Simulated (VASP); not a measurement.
# CdSe (P6_3mc) in VASP: notebook

The runs below take CdSe through relaxation of shape and atoms at fixed volume, with PBE.

Program: VASP 6.6.1. These are calculated values, not measurements. Logs are shortened: lines on timing, memory, paths and dates and some standing lists are left out, and cuts for length are marked.

## 1. The cell of the first run

The structure is hexagonal, space group P6_3mc (No. 186). The conventional cell has a = 4.247 Å, b = 4.247 Å, c = 6.934 Å, α = 90.00°, β = 90.00°, γ = 120.00°. Within 3.4 Å of Cd (site symmetry 3m) lie 4 Se at 2.60 to 2.61 Å. Se (site symmetry 3m) has 4 Cd at 2.60 to 2.61 Å within 3.4 Å.

## 2. Relaxation of shape and atoms at fixed volume, PBE (27.08 Å³/atom)

Contents of INCAR:

```
PREC     = Accurate       # precision mode
ENCUT    = 500            # plane-wave cutoff, eV
EDIFF    = 1E-7           # SCF threshold, eV
ISMEAR   = 0              # smearing method
SIGMA    = 0.02           # smearing width, eV
LREAL    = F              # projectors in reciprocal space
LASPH    = T              # aspherical terms in the spheres
NELM     = 120            # most SCF steps
ALGO     = Normal         # electronic algorithm
ISIF     = 4              # what is computed and relaxed
LWAVE    = F              # write WAVECAR
LCHARG   = F              # write CHGCAR
GGA      = PE             # functional
IBRION   = 2              # ionic algorithm
NSW      = 50             # ionic steps
EDIFFG   = -0.01          # ionic threshold
GGA_COMPAT= F            
NELMIN   = 4
```

Contents of KPOINTS:

```
regular mesh
0
Gamma
  9 9 6
```

Contents of POSCAR:

```
CdSe
1.0
    4.2473691519      0.0000000000      0.0000000000
   -2.1236845759      3.6783295848      0.0000000000
    0.0000000000      0.0000000000      6.9338291994
Cd Se
2 2
Direct
    0.3333333333      0.6666666667      0.0046375663
    0.6666666667      0.3333333333      0.5046375663
    0.3333333333      0.6666666667      0.3803624337
    0.6666666667      0.3333333333      0.8803624337
```

Potentials or basis: VASP PAW PBE potentials, release 64 (Cd, Se).

The run is started by

```
cat potpaw_PBE.64/Cd/POTCAR potpaw_PBE.64/Se/POTCAR > POTCAR
mpirun -np 1 vasp_std > vasp.out
```

OUTCAR:

```text
PREC = Accurate
   ENCUT = 500
   EDIFF = 1E-7
   ISMEAR = 0
   LREAL = F
   LASPH = T
   NELM = 120
   ISIF = 4
   GGA = PE
   IBRION = 2
   NSW = 50
   EDIFFG = -0.01
   NELMIN = 4

 ion  position               nearest neighbor table
   1  0.333  0.667  0.005-   4 2.60   4 2.60   4 2.60   3 2.61
   2  0.667  0.333  0.505-   3 2.60   3 2.60   3 2.60   4 2.61
   3  0.333  0.667  0.380-   2 2.60   2 2.60   2 2.60   1 2.61
   4  0.667  0.333  0.880-   1 2.60   1 2.60   1 2.60   2 2.61

  LATTYP: Found a hexagonal cell.
 ALAT       =     4.2473691519
 C/A-ratio  =     1.6324997784

  Lattice vectors:

 A1 = (   4.2473691519,   0.0000000000,   0.0000000000)
 A2 = (  -2.1236845759,   3.6783295848,   0.0000000000)
 A3 = (   0.0000000000,   0.0000000000,   6.9338291994)

Analysis of symmetry for initial positions (statically):
=====================================================================
 Subroutine PRICEL returns:
 Original cell was already a primitive cell.

 Routine SETGRP: Setting up the symmetry group for a
 hexagonal supercell.

 Subroutine GETGRP returns: Found 12 space group operations
 (whereof  6 operations were pure point group operations)
 out of a pool of 24 trial point group operations.

The static configuration has the point symmetry C_3v.
 The point group associated with its full space group is C_6v.

Analysis of symmetry for dynamics (positions and initial velocities):
=====================================================================
 Subroutine PRICEL returns:
 Original cell was already a primitive cell.

 Routine SETGRP: Setting up the symmetry group for a
 hexagonal supercell.

 Subroutine GETGRP returns: Found 12 space group operations
 (whereof  6 operations were pure point group operations)
 out of a pool of 24 trial point group operations.

The dynamic configuration has the point symmetry C_3v.
 The point group associated with its full space group is C_6v.

 Subroutine INISYM returns: Found 12 space group operations
 (whereof  6 operations are pure point group operations),
 and found     1 'primitive' translations

----------------------------------------------------------------------------------------

                                     Primitive cell

  volume of cell :     108.3288

  direct lattice vectors                    reciprocal lattice vectors
     4.247369152  0.000000000  0.000000000     0.235439860  0.135931267  0.000000000
    -2.123684576  3.678329585  0.000000000     0.000000000  0.271862534  0.000000000
     0.000000000  0.000000000  6.933829199     0.000000000  0.000000000  0.144220455

  length of vectors
     4.247369152  4.247369152  6.933829199     0.271862534  0.271862534  0.144220455

  position of ions in fractional coordinates (direct lattice)
     0.333333333  0.666666667  0.004637566
     0.666666667  0.333333333  0.504637566
     0.333333333  0.666666667  0.380362434
     0.666666667  0.333333333  0.880362434

  ion indices of the primitive-cell ions
   primitive index   ion index
                 1           1
                 2           2
                 3           3
                 4           4

----------------------------------------------------------------------------------------

 KPOINTS: regular mesh

Automatic generation of k-mesh.
 Grid dimensions read from file:
 generate k-points for:    9    9    6

 Generating k-lattice:

  Cartesian coordinates                     Fractional coordinates (reciprocal lattice)
[... 63 lines left out ...]
   NSW    =     50    number of steps for IOM
   IBRION =      2    ionic relax: 0-MD 1-quasi-New 2-CG
   NFREE  =      1    steps in history (QN), initial steepest desc. (CG)
   ISIF   =      4    stress and relaxation
   ISYM   =      2    0-nonsym 1-usesym 2-fastsym
   POTIM  = 0.5000    time-step for ionic-motion
   TEBEG  =    0.0;   TEEND  =   0.0 temperature during run
   PSTRESS=    0.0 pullay stress
   NELECT =      36.0000    total number of electrons
   NUPDOWN=      -1.0000    fix difference up-down
   EMIN   =  10.00;   EMAX   =-10.00  energy-range for DOS
   EFERMI =   0.00;   METHOD = LEGACY
   ISMEAR =     0;   SIGMA  =   0.02  broadening in eV -4-tet -1-fermi 0-gaus
   EFERMI_NEDOS =   21; number of points for ismear=-14 and -15
   IALGO  =     38    algorithm
   IMIX   =      4    mixing-type and parameters
     AMIX     =   0.40;   BMIX     =  1.00
     AMIX_MAG =   1.60;   BMIX_MAG =  1.00
  volume/ion in A,a.u.               =      27.08       182.76
  Fermi-wavevector in a.u.,A,eV,Ry     =   1.133951  2.142857 17.494991  1.285846
  Thomas-Fermi vector in A             =   2.270655
   LORBIT       =      0    0 simple, 1 ext, 2 COOP (PROOUT), +10 PAW based schemes
   GGA     = PE    functional components
   LHFCALC =     F    Hartree Fock is set to
   AEXX    =    0.0000 exact exchange contribution
   IVDW    =     0    specifies the selected vdW correction
   LEPSILON=     F    determine dielectric tensor
   LRPA    =     F    only Hartree local field effects (RPA)
 conjugate gradient relaxation of ions
 non-spin polarized calculation
 Gauss-broadening in eV      SIGMA  =   0.02
  energy-cutoff  :      500.00
  volume of cell :      108.33
 maximum number of plane-waves:      2798
 NGX is ok and might be reduce to    32
   NGX = 15   NGY = 15   NGZ = 25

--------------------------------------- Ionic step        1  -------------------------------------------

 number of electron      36.0000011 magnetization

 Free energy of the ion-electron system (eV)
  ---------------------------------------------------
  ext. energy  EPLUGINS =         0.00000000
  ---------------------------------------------------
  free energy    TOTEN  =       -10.81449074 eV

  energy without entropy =      -10.81449074  energy(sigma->0) =      -10.81449074

------------------------ aborting loop because EDIFF is reached ----------------------------------------

  FORCE on cell =-STRESS in cart. coord.  units (eV):
  Direction    XX          YY          ZZ          XY          YZ          ZX
  --------------------------------------------------------------------------------------
  -------------------------------------------------------------------------------------
  Total        3.7902417      3.7902417      3.7950347      0.0000000     -0.0000000      0.0000000
  in kB       56.0574970     56.0574970     56.1283855      0.0000000     -0.0000000      0.0000000
  external PRESSURE =      56.0811265 kB  Pullay stress =       0.0000000 kB

 VOLUME and BASIS-vectors are now :
 -----------------------------------------------------------------------------
  energy-cutoff  :      500.00
  volume of cell :      108.33
      direct lattice vectors                 reciprocal lattice vectors
     4.247369152  0.000000000  0.000000000     0.235439860  0.135931267  0.000000000
    -2.123684576  3.678329585  0.000000000     0.000000000  0.271862534  0.000000000
     0.000000000  0.000000000  6.933829199     0.000000000  0.000000000  0.144220455

 POSITION                                       TOTAL-FORCE (eV/Angst)
 -----------------------------------------------------------------------------------
     -0.00000      2.45222      0.03216         0.000000     -0.000000      0.011883
      2.12368      1.22611      3.49907        -0.000000      0.000000      0.011883
     -0.00000      2.45222      2.63737         0.000000      0.000000     -0.011883
      2.12368      1.22611      6.10428        -0.000000      0.000000     -0.011883
 -----------------------------------------------------------------------------------
    total drift:                               -0.000000     -0.000000     -0.000132

  FREE ENERGIE OF THE ION-ELECTRON SYSTEM (eV)
  ---------------------------------------------------
  free  energy   TOTEN  =       -10.8144907398 eV

  energy  without entropy=      -10.8144907398  energy(sigma->0) =      -10.81449074

--------------------------------------- Ionic step        2  -------------------------------------------

 number of electron      36.0000011 magnetization

 Free energy of the ion-electron system (eV)
  ---------------------------------------------------
  ext. energy  EPLUGINS =         0.00000000
  ---------------------------------------------------
  free energy    TOTEN  =       -10.81451134 eV

  energy without entropy =      -10.81451134  energy(sigma->0) =      -10.81451134

 E-fermi :   1.3830     XC(G=0):  -9.0538

 val. band max:        1.2565946678   @ k =   0.0000   0.0000   0.0000
 cond. band min:       2.0061390650   @ k =   0.0000   0.0000   0.0000
 fundamental gap:      0.7495443972
 Fermi energy:         1.3829720645

 k-point     1 :       0.0000    0.0000    0.0000
  band No.  band energies     occupation
      1     -11.5676      2.00000
      2     -11.1553      2.00000
      3      -6.8088      2.00000
      4      -6.8006      2.00000
      5      -6.8006      2.00000
      6      -6.7251      2.00000
[... 589 lines left out ...]
     21       5.9313      0.00000
     22       7.9662      0.00000

 [... further k-points ...]

------------------------ aborting loop because EDIFF is reached ----------------------------------------

  FORCE on cell =-STRESS in cart. coord.  units (eV):
  Direction    XX          YY          ZZ          XY          YZ          ZX
  --------------------------------------------------------------------------------------
  -------------------------------------------------------------------------------------
  Total        3.7803743      3.7803743      3.8144226      0.0000000      0.0000000      0.0000000
  in kB       55.9115578     55.9115578     56.4151309      0.0000000      0.0000000      0.0000000
  external PRESSURE =      56.0794155 kB  Pullay stress =       0.0000000 kB

 VOLUME and BASIS-vectors are now :
 -----------------------------------------------------------------------------
  energy-cutoff  :      500.00
  volume of cell :      108.33
      direct lattice vectors                 reciprocal lattice vectors
     4.247287311  0.000000000  0.000000000     0.235444397  0.135933886  0.000000000
    -2.123643655  3.678258709  0.000000000    -0.000000000  0.271867772  0.000000000
     0.000000000 -0.000000000  6.934096418     0.000000000  0.000000000  0.144214897

 POSITION                                       TOTAL-FORCE (eV/Angst)
 -----------------------------------------------------------------------------------
     -0.00000      2.45217      0.03273         0.000000     -0.000000      0.005896
      2.12364      1.22609      3.49978        -0.000000     -0.000000      0.005896
     -0.00000      2.45217      2.63690         0.000000      0.000000     -0.005896
      2.12364      1.22609      6.10394         0.000000      0.000000     -0.005896
 -----------------------------------------------------------------------------------
    total drift:                               -0.000000     -0.000000     -0.000104

  FREE ENERGIE OF THE ION-ELECTRON SYSTEM (eV)
  ---------------------------------------------------
  free  energy   TOTEN  =       -10.8145113432 eV

  energy  without entropy=      -10.8145113432  energy(sigma->0) =      -10.81451134

 reached required accuracy - stopping structural energy minimisation
```

Run time: 4.1 min. Hardware: 1 thread of Oxide Virtual Turin-like, shared host; peak memory 0.25 GiB.

What came out:

* Free energy: -10.8145 eV
* Energy gained by relaxing: 0.0 meV/atom
* Ionic steps: 2
* Pressure after relaxing: 5.6 GPa
* Largest force after relaxing: 0.006 eV/Å
* Band gap on the k mesh: 0.75 eV

Forces on the atoms (eV/Å):
```
Cd   0.000  0.000  0.006
Cd   0.000  0.000  0.006
Se   0.000  0.000 -0.006
Se   0.000  0.000 -0.006
```

Final structure:
```
CELL_PARAMETERS angstrom
4.24729 0.00000 0.00000
-2.12364 3.67826 0.00000
0.00000 0.00000 6.93410
ATOMIC_POSITIONS crystal
Cd 0.33333 0.66667 0.00472
Cd 0.66667 0.33333 0.50472
Se 0.33333 0.66667 0.38028
Se 0.66667 0.33333 0.88028
```

Levels at points of the mesh, in eV from the valence-band top:
| k point | band 15 | band 16 | band 17 | band 18 | band 19 | band 20 | band 21 | band 22 |
| --- | --- | --- | --- | --- | --- | --- | --- | --- |
| (0.00, 0.00, 0.00) | -0.82 | -0.06 | 0.00 | 0.00 | 0.75 | 2.25 | 5.86 | 5.86 |
| (0.00, 0.00, 0.50) | -0.43 | -0.43 | -0.43 | -0.43 | 2.45 | 2.45 | 5.91 | 5.91 |

Caveat: semilocal functionals underestimate gaps, and a narrow one can read as zero.

## 3. Relaxation of shape and atoms at fixed volume, PBE (27.98 Å³/atom)

This run uses another cell than the first one, of 27.98 Å³/atom.

Contents of INCAR:

```
  ALGO = Normal
  EDIFF = 1E-7
  EDIFFG = -0.01
  ENCUT = 500
  GGA = PE
  GGA_COMPAT = F
  IBRION = 2
  ISIF = 4
  ISMEAR = 0
  LASPH = T
  LCHARG = F
  LREAL = F
  LWAVE = F
  NELM = 120
  NELMIN = 4
  NSW = 50
  PREC = Accurate
  SIGMA = 0.02
```

Contents of KPOINTS:

```
k-points
0
Gamma
  9 9 6
```

Contents of POSCAR:

```
CdSe
1.0
    4.2935398251      0.0000000000      0.0000000000
   -2.1467699125      3.7183145607      0.0000000000
    0.0000000000      0.0000000000      7.0092028132
Cd Se
2 2
Direct
    0.3333333333      0.6666666667      0.0046375663
    0.6666666667      0.3333333333      0.5046375663
    0.3333333333      0.6666666667      0.3803624337
    0.6666666667      0.3333333333      0.8803624337
```

Potentials or basis: VASP PAW PBE potentials, release 64 (Cd, Se).

The run is started by

```
cat potpaw_PBE.64/Cd/POTCAR potpaw_PBE.64/Se/POTCAR > POTCAR
mpirun -np 1 vasp_std > vasp.out
```

Run time: 3 min. Hardware: 1 thread of Oxide Virtual Turin-like, shared host; peak memory 0.25 GiB.

Results (log left out):

| Quantity | Value |
| --- | --- |
| Free energy | -10.9155 eV |
| Pressure after relaxing | 3.5 GPa |
| Largest force after relaxing | 0.008 eV/Å |
| Band gap on the k mesh | 0.68 eV |

Forces in eV/Å, atoms in the order of the input:
```
Cd   0.000  0.000  0.008
Cd   0.000  0.000  0.008
Se   0.000  0.000 -0.008
Se   0.000  0.000 -0.008
```

Final structure:
```
Cd Se
1.0
     4.29354    0.00000    0.00000
    -2.14677    3.71831    0.00000
     0.00000    0.00000    7.00920
Cd Se
2 2
Direct
  0.33333 0.66667 0.00464
  0.66667 0.33333 0.50464
  0.33333 0.66667 0.38036
  0.66667 0.33333 0.88036
```

Levels at points of the mesh, in eV from the valence-band top:
```
           k point  band 15  band 16  band 17  band 18  band 19  band 20  band 21  band 22
(0.00, 0.00, 0.00)    -0.77    -0.05     0.00     0.00     0.68     2.21     5.86     5.86
(0.00, 0.00, 0.50)    -0.40    -0.40    -0.40    -0.40     2.39     2.39     5.86     5.86
```

Caveat: the relaxation stopped at its first step, so nothing moved; semilocal functionals underestimate gaps, and a narrow one can read as zero.
